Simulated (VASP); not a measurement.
# CsSnBr3 (Pm-3m) in VASP: a series of runs

The runs below take CsSnBr3 through single point, with PBEsol.

All numbers are computed with VASP 6.6.1; they aren't measurements. Logs are shortened: lines on timing, memory, paths and dates and some standing lists are left out, and cuts for length are marked.

## (1) The cell of the first run

The structure is cubic, space group Pm-3m (No. 221). Conventional cell: a = 5.245 Å, b = 5.245 Å, c = 5.245 Å, α = 90.00°, β = 90.00°, γ = 90.00°. Within 4.9 Å of Cs (site symmetry m-3m) lie 12 Br at 3.71 Å and 8 Sn at 4.54 Å. Within 3.5 Å of Sn (site symmetry m-3m) lie 6 Br at 2.62 Å. Br (site symmetry 4/mmm) has 2 Sn at 2.62 Å within 3.5 Å.

## (2) Single point, PBEsol

The input, INCAR:

```
SYSTEM = CsSnBr3
PREC     = Accurate       ! precision mode
ENCUT    = 500            ! plane-wave cutoff, eV
EDIFF    = 1E-6           ! SCF threshold, eV
ISMEAR   = 0              ! smearing method
SIGMA    = 0.1            ! smearing width, eV
LREAL    = .False.        ! projectors in reciprocal space
LASPH    = .True.         ! aspherical terms in the spheres
NELM     = 120            ! most SCF steps
ALGO     = Normal         ! electronic algorithm
ISIF     = 2              ! what is computed and relaxed
LWAVE    = .False.        ! write WAVECAR
LCHARG   = .False.        ! write CHGCAR
GGA      = PS             ! functional
NBANDS   = 30             ! bands
GGA_COMPAT= .False.
```

The input, KPOINTS:

```
regular mesh
0
Gamma
  8 8 8
  0 0 0
```

The input, POSCAR:

```
CsSnBr3
1.0
    5.2447288201      0.0000000000      0.0000000000
    0.0000000000      5.2447288201      0.0000000000
    0.0000000000      0.0000000000      5.2447288201
Cs Sn Br
1 1 3
Direct
    0.0000000000      0.0000000000      0.0000000000
    0.5000000000      0.5000000000      0.5000000000
    0.5000000000      0.0000000000      0.5000000000
    0.5000000000      0.5000000000      0.0000000000
    0.0000000000      0.5000000000      0.5000000000
```

Potentials or basis: VASP PAW PBE potentials, release 64 (Cs_sv, Sn_d, Br).

Launch:

```
cat potpaw_PBE.64/Cs_sv/POTCAR potpaw_PBE.64/Sn_d/POTCAR potpaw_PBE.64/Br/POTCAR > POTCAR
mpirun -np 1 vasp_std > vasp.out
```

OUTCAR:

```text
SYSTEM = CsSnBr3
   PREC = Accurate
   ENCUT = 500
   EDIFF = 1E-6
   ISMEAR = 0
   LREAL = .False.
   LASPH = .True.
   NELM = 120
   ISIF = 2
   GGA = PS

 ion  position               nearest neighbor table
   1  0.000  0.000  0.000-
   2  0.500  0.500  0.500-   3 2.62   4 2.62   5 2.62   4 2.62   3 2.62   5 2.62
   3  0.500  0.000  0.500-   2 2.62   2 2.62
   4  0.500  0.500  0.000-   2 2.62   2 2.62
   5  0.000  0.500  0.500-   2 2.62   2 2.62

  LATTYP: Found a simple cubic cell.
 ALAT       =     5.2447288201

  Lattice vectors:

 A1 = (   5.2447288201,   0.0000000000,   0.0000000000)
 A2 = (   0.0000000000,   5.2447288201,   0.0000000000)
 A3 = (   0.0000000000,   0.0000000000,   5.2447288201)

Analysis of symmetry for initial positions (statically):
=====================================================================
 Subroutine PRICEL returns:
 Original cell was already a primitive cell.

 Routine SETGRP: Setting up the symmetry group for a
 simple cubic supercell.

 Subroutine GETGRP returns: Found 48 space group operations
 (whereof 48 operations were pure point group operations)
 out of a pool of 48 trial point group operations.

The static configuration has the point symmetry O_h .

Analysis of symmetry for dynamics (positions and initial velocities):
=====================================================================
 Subroutine PRICEL returns:
 Original cell was already a primitive cell.

 Routine SETGRP: Setting up the symmetry group for a
 simple cubic supercell.

 Subroutine GETGRP returns: Found 48 space group operations
 (whereof 48 operations were pure point group operations)
 out of a pool of 48 trial point group operations.

The dynamic configuration has the point symmetry O_h .

 Subroutine INISYM returns: Found 48 space group operations
 (whereof 48 operations are pure point group operations),
 and found     1 'primitive' translations

----------------------------------------------------------------------------------------

                                     Primitive cell

  volume of cell :     144.2677

  direct lattice vectors                    reciprocal lattice vectors
     5.244728820  0.000000000  0.000000000     0.190667627  0.000000000  0.000000000
     0.000000000  5.244728820  0.000000000     0.000000000  0.190667627  0.000000000
     0.000000000  0.000000000  5.244728820     0.000000000  0.000000000  0.190667627

  length of vectors
     5.244728820  5.244728820  5.244728820     0.190667627  0.190667627  0.190667627

  position of ions in fractional coordinates (direct lattice)
     0.000000000  0.000000000  0.000000000
     0.500000000  0.500000000  0.500000000
     0.500000000  0.000000000  0.500000000
     0.500000000  0.500000000  0.000000000
     0.000000000  0.500000000  0.500000000

  ion indices of the primitive-cell ions
   primitive index   ion index
                 1           1
                 2           2
                 3           3
                 4           4
                 5           5

----------------------------------------------------------------------------------------

 KPOINTS: regular mesh

Automatic generation of k-mesh.
 Grid dimensions read from file:
 generate k-points for:    8    8    8

 Generating k-lattice:

  Cartesian coordinates                     Fractional coordinates (reciprocal lattice)
     0.023833453  0.000000000  0.000000000     0.125000000  0.000000000  0.000000000
     0.000000000  0.023833453  0.000000000     0.000000000  0.125000000  0.000000000
     0.000000000  0.000000000  0.023833453     0.000000000  0.000000000  0.125000000

  Length of vectors
     0.023833453  0.023833453  0.023833453

  Shift w.r.t. Gamma in fractional coordinates (k-lattice)
     0.000000000  0.000000000  0.000000000

 Subroutine IBZKPT returns following result:
 ===========================================

 Found     35 irreducible k-points:

 Following reciprocal coordinates:
            Coordinates               Weight
  0.000000  0.000000  0.000000      1.000000
  0.125000  0.000000  0.000000      6.000000
  0.250000  0.000000  0.000000      6.000000
  0.375000  0.000000  0.000000      6.000000
  0.500000  0.000000  0.000000      3.000000
  0.125000  0.125000  0.000000     12.000000
[... 16 lines left out ...]
  0.375000  0.375000  0.125000     24.000000
  0.500000  0.375000  0.125000     24.000000
 [... further k-points ...]
   k-points           NKPTS =     35   k-points in BZ     NKDIM =     35   number of bands    NBANDS=     30
   number of dos      NEDOS =    301   number of ions     NIONS =      5
   total plane-waves  NPLWV =  64000
   dimension x,y,z NGX =    40 NGY =   40 NGZ =   40
   dimension x,y,z NGXF=    80 NGYF=   80 NGZF=   80
   ions per type =               1   1   3
   NGX,Y,Z   is equivalent  to a cutoff of  12.68, 12.68, 12.68 a.u.
   NGXF,Y,Z  is equivalent  to a cutoff of  25.36, 25.36, 25.36 a.u.
 SYSTEM =  CsSnBr3
   PREC   = accura    normal or accurate (medium, high low for compatibility)
   ISTART =      0    job   : 0-new  1-cont  2-samecut
   ICHARG =      2    charge: 1-file 2-atom 10-const
   ISPIN  =      1    spin polarized calculation?
   LNONCOLLINEAR =      F non collinear calculations
   LSORBIT =      F    spin-orbit coupling
   LASPH  =      T    aspherical Exc in radial PAW
   ENCUT  =  500.0 eV  36.75 Ry    6.06 a.u.   9.56  9.56  9.56*2*pi/ulx,y,z
   NELM   =    120;   NELMIN=  2; NELMDL= -5     # of ELM steps
   EDIFF  = 0.1E-05   stopping-criterion for ELM
   LREAL  =      F    real-space projection
   EDIFFG = 0.1E-04   stopping-criterion for IOM
   NSW    =      0    number of steps for IOM
   IBRION =     -1    ionic relax: 0-MD 1-quasi-New 2-CG
   NFREE  =      0    steps in history (QN), initial steepest desc. (CG)
   ISIF   =      2    stress and relaxation
   ISYM   =      2    0-nonsym 1-usesym 2-fastsym
   POTIM  = 0.5000    time-step for ionic-motion
   TEBEG  =    0.0;   TEEND  =   0.0 temperature during run
   PSTRESS=    0.0 pullay stress
   NELECT =      44.0000    total number of electrons
   NUPDOWN=      -1.0000    fix difference up-down
   EMIN   =  10.00;   EMAX   =-10.00  energy-range for DOS
   EFERMI =   0.00;   METHOD = LEGACY
   ISMEAR =     0;   SIGMA  =   0.10  broadening in eV -4-tet -1-fermi 0-gaus
   EFERMI_NEDOS =   21; number of points for ismear=-14 and -15
   IALGO  =     38    algorithm
   IMIX   =      4    mixing-type and parameters
     AMIX     =   0.40;   BMIX     =  1.00
     AMIX_MAG =   1.60;   BMIX_MAG =  1.00
  volume/ion in A,a.u.               =      28.85       194.71
  Fermi-wavevector in a.u.,A,eV,Ry     =   1.101969  2.082419 16.522038  1.214336
  Thomas-Fermi vector in A             =   2.238405
   LORBIT       =      0    0 simple, 1 ext, 2 COOP (PROOUT), +10 PAW based schemes
   GGA     = PS    functional components
   LHFCALC =     F    Hartree Fock is set to
   AEXX    =    0.0000 exact exchange contribution
   IVDW    =     0    specifies the selected vdW correction
   LEPSILON=     F    determine dielectric tensor
   LRPA    =     F    only Hartree local field effects (RPA)
 non-spin polarized calculation
 Gauss-broadening in eV      SIGMA  =   0.10
  energy-cutoff  :      500.00
  volume of cell :      144.27
 maximum number of plane-waves:      3743
 NGX is ok and might be reduce to    40
   NGX = 19   NGY = 19   NGZ = 19

 number of electron      43.9999991 magnetization

 Free energy of the ion-electron system (eV)
  ---------------------------------------------------
  ext. energy  EPLUGINS =         0.00000000
  ---------------------------------------------------
  free energy    TOTEN  =       -15.44770609 eV

  energy without entropy =      -15.44508701  energy(sigma->0) =      -15.44639655

 E-fermi :   5.4351     XC(G=0):  -9.3087

 val. band max:        5.4025559875   @ k =   0.5000   0.5000   0.2500
 cond. band min:       5.4903225360   @ k =   0.5000   0.5000   0.3750
 fundamental gap:      0.0877665486
 Fermi energy:         5.4351249235

 k-point     1 :       0.0000    0.0000    0.0000
  band No.  band energies     occupation
      1     -17.5895      2.00000
      2     -17.1530      2.00000
      3     -17.1530      2.00000
      4     -16.9826      2.00000
      5     -16.9826      2.00000
      6     -16.9826      2.00000
[... 22 lines left out ...]
     29      11.4244      0.00000
     30      11.4244      0.00000

 k-point     2 :       0.1250    0.0000    0.0000
  band No.  band energies     occupation
      1     -17.5879      2.00000
      2     -17.1529      2.00000
      3     -17.1471      2.00000
      4     -16.9829      2.00000
      5     -16.9829      2.00000
      6     -16.9826      2.00000
[... 22 lines left out ...]
     29      11.0793      0.00000
     30      11.2925      0.00000

 k-point     3 :       0.2500    0.0000    0.0000
  band No.  band energies     occupation
      1     -17.5840      2.00000
      2     -17.1529      2.00000
      3     -17.1328      2.00000
      4     -16.9834      2.00000
      5     -16.9834      2.00000
      6     -16.9826      2.00000
[... 22 lines left out ...]
     29       9.5730      0.00000
     30      10.3785      0.00000

 k-point     4 :       0.3750    0.0000    0.0000
  band No.  band energies     occupation
      1     -17.5801      2.00000
      2     -17.1528      2.00000
      3     -17.1185      2.00000
      4     -16.9840      2.00000
      5     -16.9840      2.00000
      6     -16.9826      2.00000
[... 616 lines left out ...]
     29       9.9176      0.00000
     30      10.0202      0.00000

 k-point    23 :       0.3750    0.3750    0.1250
  band No.  band energies     occupation
      1     -17.5725      2.00000
      2     -17.1298      2.00000
      3     -17.0996      2.00000
      4     -16.9851      2.00000
      5     -16.9842      2.00000
      6     -16.9842      2.00000
[... 22 lines left out ...]
     29      10.0439      0.00000
     30      10.3721      0.00000

 k-point    24 :       0.5000    0.3750    0.1250
  band No.  band energies     occupation
      1     -17.5713      2.00000
      2     -17.1286      2.00000
      3     -17.0946      2.00000
      4     -16.9852      2.00000
      5     -16.9845      2.00000
      6     -16.9842      2.00000
[... 22 lines left out ...]
     29       9.9572      0.00000
     30      10.1369      0.00000

 [... further k-points ...]

------------------------ aborting loop because EDIFF is reached ----------------------------------------

  FORCE on cell =-STRESS in cart. coord.  units (eV):
  Direction    XX          YY          ZZ          XY          YZ          ZX
  --------------------------------------------------------------------------------------
  -------------------------------------------------------------------------------------
  Total       10.8569779     10.8569779     10.8569779      0.0000000     -0.0000000      0.0000000
  in kB      120.5730992    120.5730992    120.5730992      0.0000000     -0.0000000      0.0000000
  external PRESSURE =     120.5730992 kB  Pullay stress =       0.0000000 kB

 VOLUME and BASIS-vectors are now :
 -----------------------------------------------------------------------------
  energy-cutoff  :      500.00
  volume of cell :      144.27
      direct lattice vectors                 reciprocal lattice vectors
     5.244728820  0.000000000  0.000000000     0.190667627  0.000000000  0.000000000
     0.000000000  5.244728820  0.000000000     0.000000000  0.190667627  0.000000000
     0.000000000  0.000000000  5.244728820     0.000000000  0.000000000  0.190667627

 POSITION                                       TOTAL-FORCE (eV/Angst)
 -----------------------------------------------------------------------------------
      0.00000      0.00000      0.00000         0.000000      0.000000      0.000000
      2.62236      2.62236      2.62236         0.000000      0.000000      0.000000
      2.62236      0.00000      2.62236         0.000000      0.000000      0.000000
      2.62236      2.62236      0.00000         0.000000      0.000000      0.000000
      0.00000      2.62236      2.62236         0.000000      0.000000      0.000000
 -----------------------------------------------------------------------------------
    total drift:                               -0.000000      0.000000     -0.000000

  FREE ENERGIE OF THE ION-ELECTRON SYSTEM (eV)
  ---------------------------------------------------
  free  energy   TOTEN  =       -15.4477060880 eV

  energy  without entropy=      -15.4450870114  energy(sigma->0) =      -15.44639655
```

Wall time 3.2 min (1 thread of Intel Xeon 8259CL, shared host); peak memory 0.33 GiB.

What came out:

| Property | Result |
| --- | --- |
| Free energy | -15.4477 eV |
| Pressure | 12.1 GPa |
| Band gap on the k mesh | zero (bands 22 and 23 overlap by 0.06 eV) |

Caveat: the cell stands under pressure; the PAW data sets were made with another functional, which shifts forces and pressure a little; spin-orbit coupling is left out, which moves the levels of the heavy elements.

## (3) Single point, PBEsol

This run uses another cell than the first one, of 33.56 Å³/atom.

The input, INCAR:

```
SYSTEM = CsSnBr3
PREC = Accurate
ENCUT = 500
EDIFF = 1E-6
ISMEAR = 0
SIGMA = 0.1
LREAL = .FALSE.
LASPH = .TRUE.
NELM = 120
ALGO = Normal
ISIF = 2
LWAVE = .FALSE.
LCHARG = .TRUE.
GGA = PS
LELF = .TRUE.
LVHAR = .TRUE.
NBANDS = 30
GGA_COMPAT = .FALSE.
```

The input, KPOINTS:

```
Automatic mesh
0
G
  6 6 6
  0 0 0
```

POSCAR: that of step 2 with these lines changed.

```diff
@@ -2,5 +2,5 @@
 1.0
-    5.2447288201      0.0000000000      0.0000000000
-    0.0000000000      5.2447288201      0.0000000000
-    0.0000000000      0.0000000000      5.2447288201
+    5.5156943223      0.0000000000      0.0000000000
+    0.0000000000      5.5156943223      0.0000000000
+    0.0000000000      0.0000000000      5.5156943223
 Cs Sn Br
```

Potentials or basis: VASP PAW PBE potentials, release 64 (Cs_sv, Sn_d, Br).

Launch:

```
cat potpaw_PBE.64/Cs_sv/POTCAR potpaw_PBE.64/Sn_d/POTCAR potpaw_PBE.64/Br/POTCAR > POTCAR
mpirun -np 1 vasp_std > vasp.out
```

OUTCAR:

```text
SYSTEM = CsSnBr3
   PREC = Accurate
   ENCUT = 500
   EDIFF = 1E-6
   ISMEAR = 0
   LREAL = .FALSE.
   LASPH = .TRUE.
   NELM = 120
   ISIF = 2
   GGA = PS

 ion  position               nearest neighbor table
   1  0.000  0.000  0.000-
   2  0.500  0.500  0.500-   3 2.76   4 2.76   5 2.76   4 2.76   3 2.76   5 2.76
   3  0.500  0.000  0.500-   2 2.76   2 2.76
   4  0.500  0.500  0.000-   2 2.76   2 2.76
   5  0.000  0.500  0.500-   2 2.76   2 2.76

  LATTYP: Found a simple cubic cell.
 ALAT       =     5.5156943223

  Lattice vectors:

 A1 = (   5.5156943223,   0.0000000000,   0.0000000000)
 A2 = (   0.0000000000,   5.5156943223,   0.0000000000)
 A3 = (   0.0000000000,   0.0000000000,   5.5156943223)

Analysis of symmetry for initial positions (statically):
=====================================================================
 Subroutine PRICEL returns:
 Original cell was already a primitive cell.

 Routine SETGRP: Setting up the symmetry group for a
 simple cubic supercell.

 Subroutine GETGRP returns: Found 48 space group operations
[... 165 lines left out ...]

 E-fermi :   3.8598     XC(G=0):  -8.6006

 val. band max:        3.4587402882   @ k =   0.5000   0.5000   0.3333
 cond. band min:       3.8907859371   @ k =   0.5000   0.5000   0.5000
 fundamental gap:      0.4320456490
 Fermi energy:         3.8598184473

 k-point     1 :       0.0000    0.0000    0.0000
  band No.  band energies     occupation
      1     -18.8736      2.00000
      2     -18.5206      2.00000
      3     -18.5206      2.00000
      4     -18.4398      2.00000
      5     -18.4398      2.00000
      6     -18.4398      2.00000
[... 649 lines left out ...]
     29       7.5535      0.00000
     30       9.0254      0.00000

------------------------ aborting loop because EDIFF is reached ----------------------------------------

  FORCE on cell =-STRESS in cart. coord.  units (eV):
  Direction    XX          YY          ZZ          XY          YZ          ZX
  --------------------------------------------------------------------------------------
  -------------------------------------------------------------------------------------
  Total        4.1992451      4.1992451      4.1992451      0.0000000      0.0000000      0.0000000
  in kB       40.0941706     40.0941706     40.0941706      0.0000000      0.0000000      0.0000000
  external PRESSURE =      40.0941706 kB  Pullay stress =       0.0000000 kB

 VOLUME and BASIS-vectors are now :
 -----------------------------------------------------------------------------
  energy-cutoff  :      500.00
  volume of cell :      167.80
      direct lattice vectors                 reciprocal lattice vectors
     5.515694322  0.000000000  0.000000000     0.181300837  0.000000000  0.000000000
     0.000000000  5.515694322  0.000000000     0.000000000  0.181300837  0.000000000
     0.000000000  0.000000000  5.515694322     0.000000000  0.000000000  0.181300837

 POSITION                                       TOTAL-FORCE (eV/Angst)
 -----------------------------------------------------------------------------------
      0.00000      0.00000      0.00000         0.000000      0.000000      0.000000
      2.75785      2.75785      2.75785         0.000000      0.000000      0.000000
      2.75785      0.00000      2.75785         0.000000      0.000000      0.000000
      2.75785      2.75785      0.00000         0.000000      0.000000      0.000000
      0.00000      2.75785      2.75785         0.000000      0.000000      0.000000
 -----------------------------------------------------------------------------------
    total drift:                               -0.000000      0.000000     -0.000000

  FREE ENERGIE OF THE ION-ELECTRON SYSTEM (eV)
  ---------------------------------------------------
  free  energy   TOTEN  =       -16.5424614978 eV

  energy  without entropy=      -16.5417316296  energy(sigma->0) =      -16.54209656
```

OSZICAR:

```text
N       E                     dE             d eps       ncg     rms          rms(c)
DAV:   1     0.388653040875E+03    0.38865E+03   -0.18916E+04  1200   0.142E+03
DAV:   2     0.361728447205E+02   -0.35248E+03   -0.33523E+03  1348   0.331E+02
DAV:   3    -0.146922758561E+02   -0.50865E+02   -0.50145E+02  1426   0.129E+02
DAV:   4    -0.167603397011E+02   -0.20681E+01   -0.20592E+01  1508   0.297E+01
DAV:   5    -0.168011446493E+02   -0.40805E-01   -0.40781E-01  1524   0.417E+00    0.802E+00
DAV:   6    -0.165594291457E+02    0.24172E+00   -0.41443E-01  1776   0.387E+00    0.466E+00
DAV:   7    -0.165426954319E+02    0.16734E-01   -0.26141E-01  1714   0.245E+00    0.832E-01
DAV:   8    -0.165419907707E+02    0.70466E-03   -0.38357E-02  1590   0.136E+00    0.159E-01
DAV:   9    -0.165423892060E+02   -0.39844E-03   -0.28509E-03  1550   0.425E-01    0.493E-02
DAV:  10    -0.165424363927E+02   -0.47187E-04   -0.25735E-04  1624   0.107E-01    0.297E-02
DAV:  11    -0.165424642226E+02   -0.27830E-04   -0.14708E-04  1632   0.887E-02    0.270E-02
DAV:  12    -0.165424620721E+02    0.21505E-05   -0.13306E-05  1508   0.198E-02    0.133E-02
DAV:  13    -0.165424614978E+02    0.57423E-06   -0.17456E-06  1152   0.908E-03
   1 F= -.16542461E+02 E0= -.16542097E+02  d E =-.729868E-03
```

Run time: 2 min. Hardware: 1 thread of Intel Xeon 8259CL, shared host; peak memory 0.29 GiB.

Results:

- Free energy: -16.5425 eV
- Pressure: 4.0 GPa
- Band gap on the k mesh: zero (filled and empty bands touch)

Caveat: the cell stands under pressure; the PAW data sets were made with another functional, which shifts forces and pressure a little; spin-orbit coupling is left out, which moves the levels of the heavy elements.

(Part 1 of 2 ends here.)
